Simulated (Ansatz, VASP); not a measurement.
Two plane-wave programs on PbF2

The input INCAR:

```
SYSTEM = PbF2
PREC = Accurate
ENCUT = 520
EDIFF = 1E-7
ISMEAR = -1
SIGMA = 0.02
LREAL = .False.
LASPH = .True.
NELM = 60
ALGO = Normal
ISIF = 2
LWAVE = .False.
LCHARG = .True.
GGA = PE
LELF = .True.
LVHAR = .True.
NBANDS = 21
```

File KPOINTS:

```
regular mesh
0
Gamma
  8 8 8
  0 0 0
```

POSCAR

```
PbF2
1.0
    0.0000000000      2.9900432803      2.9900432803
    2.9900432803      0.0000000000      2.9900432803
    2.9900432803      2.9900432803      0.0000000000
Pb F
1 2
Direct
    0.0000000000      0.0000000000      0.0000000000
    0.2500000000      0.2500000000      0.2500000000
    0.7500000000      0.7500000000      0.7500000000
```

Input for Ansatz:

```yaml
crystal:
  lattice:
    - [0.0, 2.9900432803, 2.9900432803]
    - [2.9900432803, 0.0, 2.9900432803]
    - [2.9900432803, 2.9900432803, 0.0]
  atoms:
    - { symbol: Pb, position: [0.0, 0.0, 0.0] }
    - { symbol: F, position: [0.25, 0.25, 0.25] }
    - { symbol: F, position: [0.75, 0.75, 0.75] }
kpoints:
  mp_grid: { grid: [8, 8, 8] }
  band_path:
    path:
      - [0.0, 0.0, 0.0]
      - [0.5, 0.0, 0.5]
      - [0.625, 0.25, 0.625]
      - [0.375, 0.375, 0.75]
      - [0.5, 0.5, 0.5]
      - [0.5, 0.25, 0.75]
      - [0.25, -0.5, -0.25]
      - [0.0, 0.5, 0.5]
    npoints: 1
hamiltonian:
  xc: pbe
scf:
  occupations: { method: fermi_dirac, width: 0.02 }
  n_extra_bands: 4
output:
  forces: true
  stress: true
  eigenvalues: true
```

Change from the starting cell: hydrostatic strain +1.0%.

Alike in both runs: task single point; functional PBE; k mesh 8 × 8 × 8; occupations fermi-dirac, width 0.02 eV; no spin polarisation.

|  | VASP | Ansatz |
| --- | --- | --- |
| version | VASP 6.6.1 | Ansatz 0.2.0 |
| potentials or method | VASP PAW PBE potentials, release 64 (Pb_d, F) | plane waves, PAW |
| plane-wave cutoff (eV) | 520 | 420 |
| valence electrons in the cell | 28 | 28 |

```csv
,VASP,Ansatz,Ansatz less VASP
gap on the k mesh at the Fermi level (eV),4.42,4.42,+0.003
pressure (GPa),0.5,0.7,+0.20
```

Neither program's run includes spin-orbit coupling.
